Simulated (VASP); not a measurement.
A run of VASP 6.6.1 is set up as follows.

File INCAR:

```
SYSTEM = BaF2
  PREC = Accurate
  ENCUT = 600
  EDIFF = 1E-6
  ISMEAR = 0
  SIGMA = 0.01
  LREAL = .FALSE.
  LASPH = .TRUE.
  NELM = 120
  ALGO = Normal
  ISIF = 2
  LWAVE = .FALSE.
  LCHARG = .FALSE.
  GGA = PE
  NBANDS = 19
  GGA_COMPAT = .FALSE.
```

KPOINTS

```
Automatic mesh
0
G
  4 4 4
  0 0 0
```

Contents of POSCAR:

```
BaF2
1.0
    0.0000000000      3.1000500000      3.1000500000
    3.1000500000      0.0000000000      3.1000500000
    3.1000500000      3.1000500000      0.0000000000
Ba F
1 2
Direct
    0.0000000000      0.0000000000      0.0000000000
    0.2500000000      0.2500000000      0.2500000000
    0.7500000000      0.7500000000      0.7500000000
```

Potentials or basis: VASP PAW PBE potentials, release 64 (Ba_sv, F).

Launch:

```console
$ cat potpaw_PBE.64/Ba_sv/POTCAR potpaw_PBE.64/F/POTCAR > POTCAR
$ mpirun -np 1 vasp_std > vasp.out
```

**Question.** Estimate the band gap on the k mesh.

**Answer.** 6.76 eV, indirect (least direct gap 6.84 eV).

**Question.** Estimate the pressure.

**Answer.** 2.3 GPa.

Caveat: the k points lie up to 0.44 Å⁻¹ apart; spin-orbit coupling is left out, which moves the levels of the heavy elements. A hybrid or GW would open this gap; PBE tends to underestimate it.
